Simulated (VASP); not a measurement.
# Cu (P6_3/mmc) in VASP: settings compared

Aim: see how the results for Cu move with the level of theory and the settings. Levels: revPBE, PBE. Tasks: single point.

Everything below comes from runs of VASP 6.6.1. Logs are shortened: lines on timing, memory, paths and dates and some standing lists are left out, and cuts for length are marked.

## 1. The cell of the first run

Symmetry: P6_3/mmc, No. 194, hexagonal system. Conventional cell: a = 2.534 Å, b = 2.534 Å, c = 4.113 Å, α = 90.00°, β = 90.00°, γ = 120.00°. Cu (site symmetry -6m2) has 12 Cu at 2.52 to 2.53 Å within 3.3 Å.

## 2. Single point, revPBE

File INCAR:

```
SYSTEM = Cu
PREC = Accurate ; ENCUT = 600
EDIFF = 1E-6 ; ISMEAR = 0
SIGMA = 0.1 ; LREAL = .FALSE.
LASPH = .TRUE. ; NELM = 120
ALGO = Normal ; ISIF = 2
LWAVE = .FALSE. ; LCHARG = .TRUE.
GGA = RE ; LELF = .TRUE.
LVHAR = .TRUE. ; NBANDS = 18
GGA_COMPAT = .FALSE.
```

File KPOINTS:

```
regular mesh
0
G
  3 3 2
  0 0 0
```

File POSCAR:

```
Cu
1.0
    2.5340966698      0.0000000000      0.0000000000
   -1.2670483349      2.1945920917      0.0000000000
    0.0000000000      0.0000000000      4.1125710000
Cu
2
Direct
    0.3333333333      0.6666666667      0.2500000000
    0.6666666667      0.3333333333      0.7500000000
```

Potentials or basis: VASP PAW PBE potentials, release 64 (Cu).

Launch:

```console
> cat potpaw_PBE.64/Cu/POTCAR > POTCAR
> mpirun -np 1 vasp_std > vasp.out
```

OUTCAR:

```text
SYSTEM = Cu
   PREC = Accurate
   ENCUT = 600
   EDIFF = 1E-6
   ISMEAR = 0
   LREAL = .FALSE.
   LASPH = .TRUE.
   NELM = 120
   ISIF = 2
   GGA = RE

 ion  position               nearest neighbor table
   1  0.333  0.667  0.250-   2 2.52   2 2.52   2 2.52   2 2.52   2 2.52   2 2.52
   2  0.667  0.333  0.750-   1 2.52   1 2.52   1 2.52   1 2.52   1 2.52   1 2.52

  LATTYP: Found a hexagonal cell.
 ALAT       =     2.5340966698
 C/A-ratio  =     1.6228942838

  Lattice vectors:

 A1 = (   2.5340966698,   0.0000000000,   0.0000000000)
 A2 = (  -1.2670483349,   2.1945920917,   0.0000000000)
 A3 = (   0.0000000000,   0.0000000000,   4.1125710000)

Analysis of symmetry for initial positions (statically):
=====================================================================
 Subroutine PRICEL returns:
 Original cell was already a primitive cell.

 Routine SETGRP: Setting up the symmetry group for a
 hexagonal supercell.

 Subroutine GETGRP returns: Found 24 space group operations
 (whereof 12 operations were pure point group operations)
 out of a pool of 24 trial point group operations.

The static configuration has the point symmetry D_3d.
 The point group associated with its full space group is D_6h.

Analysis of symmetry for dynamics (positions and initial velocities):
=====================================================================
 Subroutine PRICEL returns:
 Original cell was already a primitive cell.

 Routine SETGRP: Setting up the symmetry group for a
 hexagonal supercell.

 Subroutine GETGRP returns: Found 24 space group operations
 (whereof 12 operations were pure point group operations)
 out of a pool of 24 trial point group operations.

The dynamic configuration has the point symmetry D_3d.
 The point group associated with its full space group is D_6h.

 Subroutine INISYM returns: Found 24 space group operations
 (whereof 12 operations are pure point group operations),
 and found     1 'primitive' translations

----------------------------------------------------------------------------------------

                                     Primitive cell

  volume of cell :      22.8713

  direct lattice vectors                    reciprocal lattice vectors
     2.534096670  0.000000000  0.000000000     0.394617937  0.227832772  0.000000000
    -1.267048335  2.194592092  0.000000000     0.000000000  0.455665544  0.000000000
     0.000000000  0.000000000  4.112571000     0.000000000  0.000000000  0.243156896

  length of vectors
     2.534096670  2.534096670  4.112571000     0.455665544  0.455665544  0.243156896

  position of ions in fractional coordinates (direct lattice)
     0.333333333  0.666666667  0.250000000
     0.666666667  0.333333333  0.750000000

  ion indices of the primitive-cell ions
   primitive index   ion index
                 1           1
                 2           2

----------------------------------------------------------------------------------------

 KPOINTS: regular mesh

Automatic generation of k-mesh.
 Grid dimensions read from file:
 generate k-points for:    3    3    2

 Generating k-lattice:

  Cartesian coordinates                     Fractional coordinates (reciprocal lattice)
     0.131539312  0.075944257  0.000000000     0.333333333 -0.000000000  0.000000000
     0.000000000  0.151888515  0.000000000     0.000000000  0.333333333  0.000000000
     0.000000000  0.000000000  0.121578448     0.000000000  0.000000000  0.500000000

  Length of vectors
     0.151888515  0.151888515  0.121578448

  Shift w.r.t. Gamma in fractional coordinates (k-lattice)
     0.000000000  0.000000000  0.000000000

 Subroutine IBZKPT returns following result:
 ===========================================

 Found      6 irreducible k-points:

 Following reciprocal coordinates:
            Coordinates               Weight
  0.000000  0.000000  0.000000      1.000000
  0.333333 -0.000000  0.000000      6.000000
  0.333333  0.333333  0.000000      2.000000
  0.000000  0.000000  0.500000      1.000000
  0.333333 -0.000000  0.500000      6.000000
  0.333333  0.333333  0.500000      2.000000
   k-points           NKPTS =      6   k-points in BZ     NKDIM =      6   number of bands    NBANDS=     18
   number of dos      NEDOS =    301   number of ions     NIONS =      2
   total plane-waves  NPLWV =  14400
   dimension x,y,z NGX =    20 NGY =   20 NGZ =   36
   dimension x,y,z NGXF=    40 NGYF=   40 NGZF=   72
   ions per type =               2
   NGX,Y,Z   is equivalent  to a cutoff of  13.12, 13.12, 14.55 a.u.
   NGXF,Y,Z  is equivalent  to a cutoff of  26.24, 26.24, 29.11 a.u.
 SYSTEM =  Cu
   PREC   = accura    normal or accurate (medium, high low for compatibility)
   ISTART =      0    job   : 0-new  1-cont  2-samecut
   ICHARG =      2    charge: 1-file 2-atom 10-const
   ISPIN  =      1    spin polarized calculation?
   LNONCOLLINEAR =      F non collinear calculations
   LSORBIT =      F    spin-orbit coupling
   LASPH  =      T    aspherical Exc in radial PAW
   ENCUT  =  600.0 eV  44.10 Ry    6.64 a.u.   5.06  5.06  8.21*2*pi/ulx,y,z
   NELM   =    120;   NELMIN=  2; NELMDL= -5     # of ELM steps
   EDIFF  = 0.1E-05   stopping-criterion for ELM
   LREAL  =      F    real-space projection
   EDIFFG = 0.1E-04   stopping-criterion for IOM
   NSW    =      0    number of steps for IOM
   IBRION =     -1    ionic relax: 0-MD 1-quasi-New 2-CG
   NFREE  =      0    steps in history (QN), initial steepest desc. (CG)
   ISIF   =      2    stress and relaxation
   ISYM   =      2    0-nonsym 1-usesym 2-fastsym
   POTIM  = 0.5000    time-step for ionic-motion
   TEBEG  =    0.0;   TEEND  =   0.0 temperature during run
   PSTRESS=    0.0 pullay stress
   NELECT =      22.0000    total number of electrons
   NUPDOWN=      -1.0000    fix difference up-down
   EMIN   =  10.00;   EMAX   =-10.00  energy-range for DOS
   EFERMI =   0.00;   METHOD = LEGACY
   ISMEAR =     0;   SIGMA  =   0.10  broadening in eV -4-tet -1-fermi 0-gaus
   EFERMI_NEDOS =   21; number of points for ismear=-14 and -15
   IALGO  =     38    algorithm
   IMIX   =      4    mixing-type and parameters
     AMIX     =   0.40;   BMIX     =  1.00
     AMIX_MAG =   1.60;   BMIX_MAG =  1.00
  volume/ion in A,a.u.               =      11.44        77.17
  Fermi-wavevector in a.u.,A,eV,Ry     =   1.616041  3.053874 35.532800  2.611587
  Thomas-Fermi vector in A             =   2.710691
   LORBIT       =      0    0 simple, 1 ext, 2 COOP (PROOUT), +10 PAW based schemes
   GGA     = RE    functional components
   LHFCALC =     F    Hartree Fock is set to
   AEXX    =    0.0000 exact exchange contribution
   IVDW    =     0    specifies the selected vdW correction
   LEPSILON=     F    determine dielectric tensor
   LRPA    =     F    only Hartree local field effects (RPA)
 non-spin polarized calculation
 Gauss-broadening in eV      SIGMA  =   0.10
  energy-cutoff  :      600.00
  volume of cell :       22.87
 maximum number of plane-waves:       780
   NGX = 11   NGY = 11   NGZ = 17

 number of electron      21.9999991 magnetization

 Free energy of the ion-electron system (eV)
  ---------------------------------------------------
  ext. energy  EPLUGINS =         0.00000000
  ---------------------------------------------------
  free energy    TOTEN  =        -6.86614289 eV

  energy without entropy =       -6.83259082  energy(sigma->0) =       -6.84936686

 E-fermi :   6.9914     XC(G=0): -12.8148

 val. band max:        6.9479947872   @ k =   0.3333  -0.0000   0.5000
 cond. band min:       7.0427813449   @ k =   0.0000   0.0000   0.0000
 fundamental gap:      0.0947865577
 Fermi energy:         6.9914363263

 k-point     1 :       0.0000    0.0000    0.0000
  band No.  band energies     occupation
      1      -1.4884      2.00000
      2       2.8422      2.00000
      3       4.9535      2.00000
      4       5.0600      2.00000
      5       5.0600      2.00000
      6       5.2838      2.00000
[... 10 lines left out ...]
     17      31.8798      0.00000
     18      31.8798      0.00000

 k-point     2 :       0.3333   -0.0000    0.0000
  band No.  band energies     occupation
      1       1.7159      2.00000
      2       3.6172      2.00000
      3       3.8766      2.00000
      4       4.5507      2.00000
      5       5.0341      2.00000
      6       5.0785      2.00000
[... 10 lines left out ...]
     17      23.9783      0.00000
     18      27.9367      0.00000

 k-point     3 :       0.3333    0.3333    0.0000
  band No.  band energies     occupation
      1       3.7409      2.00000
      2       3.8980      2.00000
      3       3.8980      2.00000
      4       4.1849      2.00000
      5       4.7986      2.00000
      6       4.7986      2.00000
[... 10 lines left out ...]
     17      21.4449      0.00000
     18      21.4450      0.00000

 k-point     4 :       0.0000    0.0000    0.5000
  band No.  band energies     occupation
      1       0.6993      2.00000
      2       0.6993      2.00000
      3       4.6951      2.00000
      4       4.6951      2.00000
      5       5.0033      2.00000
      6       5.0033      2.00000
[... 10 lines left out ...]
     17      32.1519      0.00000
     18      32.1519      0.00000

 k-point     5 :       0.3333   -0.0000    0.5000
  band No.  band energies     occupation
      1       2.8306      2.00000
      2       2.8306      2.00000
      3       4.2567      2.00000
      4       4.2567      2.00000
      5       5.3707      2.00000
      6       5.3707      2.00000
[... 10 lines left out ...]
     17      25.6543      0.00000
     18      25.6543      0.00000

 k-point     6 :       0.3333    0.3333    0.5000
  band No.  band energies     occupation
      1       4.0134      2.00000
      2       4.0134      2.00000
      3       4.1483      2.00000
      4       4.1483      2.00000
      5       4.7270      2.00000
      6       4.7270      2.00000
[... 10 lines left out ...]
     17      28.8820      0.00000
     18      28.8820      0.00000

------------------------ aborting loop because EDIFF is reached ----------------------------------------

  FORCE on cell =-STRESS in cart. coord.  units (eV):
  Direction    XX          YY          ZZ          XY          YZ          ZX
  --------------------------------------------------------------------------------------
  -------------------------------------------------------------------------------------
  Total        1.5569398      1.5569398      1.5812951      0.0000000      0.0000000      0.0000000
  in kB      109.0666547    109.0666547    110.7727944      0.0000000      0.0000000      0.0000000
  external PRESSURE =     109.6353679 kB  Pullay stress =       0.0000000 kB

 VOLUME and BASIS-vectors are now :
 -----------------------------------------------------------------------------
  energy-cutoff  :      600.00
  volume of cell :       22.87
      direct lattice vectors                 reciprocal lattice vectors
     2.534096670  0.000000000  0.000000000     0.394617937  0.227832772  0.000000000
    -1.267048335  2.194592092  0.000000000     0.000000000  0.455665544  0.000000000
     0.000000000  0.000000000  4.112571000     0.000000000  0.000000000  0.243156896

 POSITION                                       TOTAL-FORCE (eV/Angst)
 -----------------------------------------------------------------------------------
     -0.00000      1.46306      1.02814         0.000000     -0.000000      0.000000
      1.26705      0.73153      3.08443        -0.000000      0.000000      0.000000
 -----------------------------------------------------------------------------------
    total drift:                               -0.000000      0.000000     -0.000000

  FREE ENERGIE OF THE ION-ELECTRON SYSTEM (eV)
  ---------------------------------------------------
  free  energy   TOTEN  =        -6.8661428949 eV

  energy  without entropy=       -6.8325908249  energy(sigma->0) =       -6.84936686
```

It took 9.8 s on 1 thread of Intel Xeon Platinum 8375C at 2.90GHz (Ice Lake), shared host; peak memory 0.13 GiB.

What came out:

- Free energy: -6.8661 eV
- Pressure: 11.0 GPa
- Band gap on the k mesh: zero (band 11 reaches 12.20 eV, above the bottom of band 12 at 6.08 eV)

Stress tensor (GPa, compression positive):
```
10.91  0.00  0.00
 0.00 10.91  0.00
 0.00  0.00 11.08
```

Caveat: the k points lie up to 0.95 Å⁻¹ apart; the PAW data sets were made with another functional, which shifts forces and pressure a little.

## 3. Single point, PBE

File INCAR:

```
SYSTEM = Cu
ALGO = Normal
EDIFF = 1E-6
ENCUT = 600
GGA = PE
GGA_COMPAT = .False.
ISIF = 2
ISMEAR = 0
LASPH = .True.
LCHARG = .False.
LREAL = .False.
LWAVE = .False.
NBANDS = 18
NELM = 120
PREC = Accurate
SIGMA = 0.1
```

File KPOINTS:

```
k-points
0
Gamma
  3 3 2
  0 0 0
```

POSCAR is that of step 2.

Potentials or basis: VASP PAW PBE potentials, release 64 (Cu).

Launch:

```console
> cat potpaw_PBE.64/Cu/POTCAR > POTCAR
> mpirun -np 1 vasp_std > vasp.out
```

OUTCAR:

```text
SYSTEM = Cu
   EDIFF = 1E-6
   ENCUT = 600
   GGA = PE
   ISIF = 2
   ISMEAR = 0
   LASPH = .True.
   LREAL = .False.
   NELM = 120
   PREC = Accurate

 ion  position               nearest neighbor table
   1  0.333  0.667  0.250-   2 2.52   2 2.52   2 2.52   2 2.52   2 2.52   2 2.52
   2  0.667  0.333  0.750-   1 2.52   1 2.52   1 2.52   1 2.52   1 2.52   1 2.52

  LATTYP: Found a hexagonal cell.
 ALAT       =     2.5340966698
 C/A-ratio  =     1.6228942838

  Lattice vectors:

 A1 = (   2.5340966698,   0.0000000000,   0.0000000000)
 A2 = (  -1.2670483349,   2.1945920917,   0.0000000000)
 A3 = (   0.0000000000,   0.0000000000,   4.1125710000)

Analysis of symmetry for initial positions (statically):
=====================================================================
 Subroutine PRICEL returns:
 Original cell was already a primitive cell.

 Routine SETGRP: Setting up the symmetry group for a
 hexagonal supercell.

 Subroutine GETGRP returns: Found 24 space group operations
 (whereof 12 operations were pure point group operations)
 out of a pool of 24 trial point group operations.
[... 142 lines left out ...]
  free energy    TOTEN  =        -7.65250678 eV

  energy without entropy =       -7.61915825  energy(sigma->0) =       -7.63583251

 E-fermi :   6.8795     XC(G=0): -12.9135

 val. band max:        6.8357341829   @ k =   0.3333  -0.0000   0.5000
 cond. band min:       6.9353102575   @ k =   0.0000   0.0000   0.0000
 fundamental gap:      0.0995760746
 Fermi energy:         6.8795125211

 k-point     1 :       0.0000    0.0000    0.0000
  band No.  band energies     occupation
      1      -1.6069      2.00000
      2       2.7268      2.00000
      3       4.8408      2.00000
      4       4.9485      2.00000
      5       4.9485      2.00000
      6       5.1724      2.00000
[... 103 lines left out ...]
      5       4.6171      2.00000
      6       4.6171      2.00000
[... 10 lines left out ...]
     17      28.7305      0.00000
     18      28.7305      0.00000

------------------------ aborting loop because EDIFF is reached ----------------------------------------

  FORCE on cell =-STRESS in cart. coord.  units (eV):
  Direction    XX          YY          ZZ          XY          YZ          ZX
  --------------------------------------------------------------------------------------
  -------------------------------------------------------------------------------------
  Total        0.9778228      0.9778228      0.9720842      0.0000000      0.0000000      0.0000000
  in kB       68.4983873     68.4983873     68.0963865      0.0000000      0.0000000      0.0000000
  external PRESSURE =      68.3643870 kB  Pullay stress =       0.0000000 kB

 VOLUME and BASIS-vectors are now :
 -----------------------------------------------------------------------------
  energy-cutoff  :      600.00
  volume of cell :       22.87
      direct lattice vectors                 reciprocal lattice vectors
     2.534096670  0.000000000  0.000000000     0.394617937  0.227832772  0.000000000
    -1.267048335  2.194592092  0.000000000     0.000000000  0.455665544  0.000000000
     0.000000000  0.000000000  4.112571000     0.000000000  0.000000000  0.243156896

 POSITION                                       TOTAL-FORCE (eV/Angst)
 -----------------------------------------------------------------------------------
     -0.00000      1.46306      1.02814         0.000000      0.000000      0.000000
      1.26705      0.73153      3.08443         0.000000      0.000000      0.000000
 -----------------------------------------------------------------------------------
    total drift:                               -0.000000      0.000000     -0.000000

  FREE ENERGIE OF THE ION-ELECTRON SYSTEM (eV)
  ---------------------------------------------------
  free  energy   TOTEN  =        -7.6525067811 eV

  energy  without entropy=       -7.6191582478  energy(sigma->0) =       -7.63583251
```

OSZICAR:

```text
N       E                     dE             d eps       ncg     rms          rms(c)
DAV:   1     0.129167291096E+03    0.12917E+03   -0.11373E+04   232   0.244E+03
DAV:   2    -0.349196825702E+01   -0.13266E+03   -0.12455E+03   216   0.298E+02
DAV:   3    -0.950988583110E+01   -0.60179E+01   -0.58499E+01   256   0.867E+01
DAV:   4    -0.956334879110E+01   -0.53463E-01   -0.53425E-01   288   0.827E+00
DAV:   5    -0.956398138600E+01   -0.63259E-03   -0.63258E-03   276   0.769E-01    0.109E+01
DAV:   6    -0.833656402741E+01    0.12274E+01   -0.11440E+01   232   0.959E+01    0.516E+00
DAV:   7    -0.768103857535E+01    0.65553E+00   -0.20785E+00   246   0.392E+01    0.101E+00
DAV:   8    -0.765300454761E+01    0.28034E-01   -0.10625E-02   336   0.156E+00    0.142E-01
DAV:   9    -0.765250224641E+01    0.50230E-03   -0.22773E-04   326   0.241E-01    0.501E-02
DAV:  10    -0.765251013707E+01   -0.78907E-05   -0.53744E-05   296   0.154E-01    0.193E-02
DAV:  11    -0.765250765086E+01    0.24862E-05   -0.11053E-05   262   0.922E-02    0.350E-03
DAV:  12    -0.765250678114E+01    0.86972E-06   -0.13478E-06   174   0.339E-02
   1 F= -.76525068E+01 E0= -.76358325E+01  d E =-.333485E-01
```

stdout:

```text
POSCAR found type information on POSCAR Cu
 POSCAR found :  1 types and       2 ions
 scaLAPACK will be used
 LDA part: xc-table for (Slater+PW92), standard interpolation
 POSCAR, INCAR and KPOINTS ok, starting setup
 FFT: planning ... GRIDC
 FFT: planning ... GRID_SOFT
 FFT: planning ... GRID
 WAVECAR not read
 entering main loop
```

Run time: 7 s. Hardware: 1 thread of Intel Xeon Platinum 8375C at 2.90GHz (Ice Lake), shared host; peak memory 0.13 GiB.

Results:

```yaml
Free_energy: -7.6525 eV
Pressure: 6.8 GPa
Band_gap_on_the_k_mesh: zero (band 11 reaches 12.09 eV, above the bottom of band 12 at 5.97 eV)
```

Levels at points of the mesh, in eV from the Fermi level:
| k point | band 8 | band 9 | band 10 | band 11 | band 12 | band 13 | band 14 | band 15 |
| --- | --- | --- | --- | --- | --- | --- | --- | --- |
| (0.00, 0.00, 0.00) | -1.49 | -1.49 | -0.69 | -0.69 | 0.06 | 5.11 | 22.65 | 23.20 |
| (0.00, 0.00, 0.50) | -1.99 | -0.91 | -0.91 | -0.91 | -0.91 | 13.99 | 13.99 | 23.36 |

Caveat: the k points lie up to 0.95 Å⁻¹ apart.
